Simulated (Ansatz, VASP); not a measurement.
Two plane-wave programs on HgGe2Ru2

The input INCAR:

```
SYSTEM = HgGe2Ru2
  PREC = Accurate
  ENCUT = 600
  EDIFF = 1E-6
  ISMEAR = 0
  SIGMA = 0.1
  LREAL = .FALSE.
  LASPH = .TRUE.
  NELM = 60
  ALGO = Fast
  ISIF = 3
  LWAVE = .FALSE.
  LCHARG = .FALSE.
  GGA = PE
  IBRION = 2
  NSW = 90
  EDIFFG = -0.04
```

Contents of KPOINTS:

```
regular mesh
0
G
  6 6 6
  0 0 0
```

The input POSCAR:

```
HgGe2Ru2
1.0
   -2.0062029545      2.0062029545      5.2637998312
    2.0062029545     -2.0062029545      5.2637998312
    2.0062029545      2.0062029545     -5.2637998312
Ge Hg Ru
2 1 2
Direct
    0.2500000000      0.7500000000      0.5000000000
    0.7500000000      0.2500000000      0.5000000000
    0.0000000000      0.0000000000      0.0000000000
    0.6260000000      0.6260000000      0.0000000000
    0.3740000000      0.3740000000      0.0000000000
```

Input for Ansatz:

```yaml
crystal:
  lattice:
    - [-2.0062029545, 2.0062029545, 5.2637998312]
    - [2.0062029545, -2.0062029545, 5.2637998312]
    - [2.0062029545, 2.0062029545, -5.2637998312]
  atoms:
    - { symbol: Ge, position: [0.25, 0.75, 0.5] }
    - { symbol: Ge, position: [0.75, 0.25, 0.5] }
    - { symbol: Hg, position: [0.0, 0.0, 0.0] }
    - { symbol: Ru, position: [0.626, 0.626, 0.0] }
    - { symbol: Ru, position: [0.374, 0.374, 0.0] }
basis:
  ecutwfc: 420
kpoints:
  mp_grid: { grid: [6, 6, 6] }
hamiltonian:
  xc: pbe
scf:
  occupations: { method: gaussian, width: 0.1 }
  lower_state_search: "off"
output:
  forces: true
  stress: true
  eigenvalues: true
relax:
  adjacent_minimum: "off"
  f_tol: 0.04
  max_steps: 70
  cell: { stress_tol: 0.4 }
```

Alike in both runs: task relaxation of cell and atoms; functional PBE; k mesh 6 × 6 × 6; occupations gaussian, width 0.1 eV; no spin polarisation.

```csv
,VASP,Ansatz
version,VASP 6.6.1,Ansatz 0.2.0
potentials or method,"VASP PAW PBE potentials, release 64 (Ge_d, Hg, Ru_pv), cutoff 600 eV","scalar-relativistic, plane waves, PAW"
valence electrons in the cell,68,80
```

```tsv
	VASP	Ansatz	Ansatz less VASP
gap on the k mesh at the Fermi level, each at its own relaxed structure (eV)	none	none	-
relaxed volume (Å³/atom)	16.98	16.93	-0.056
relaxed cell length with the largest relative difference (Å)	6.620	6.611	-0.0088
```

A gap of «none» marks a metal or a gap that the smearing closes. VASP's potentials hold 68 valence electrons a cell and Ansatz's 80, so a difference there can come from the potentials and not from the codes.

The k mesh is coarse, so the values compare programs but aren't converged. Spin-orbit coupling is off throughout.
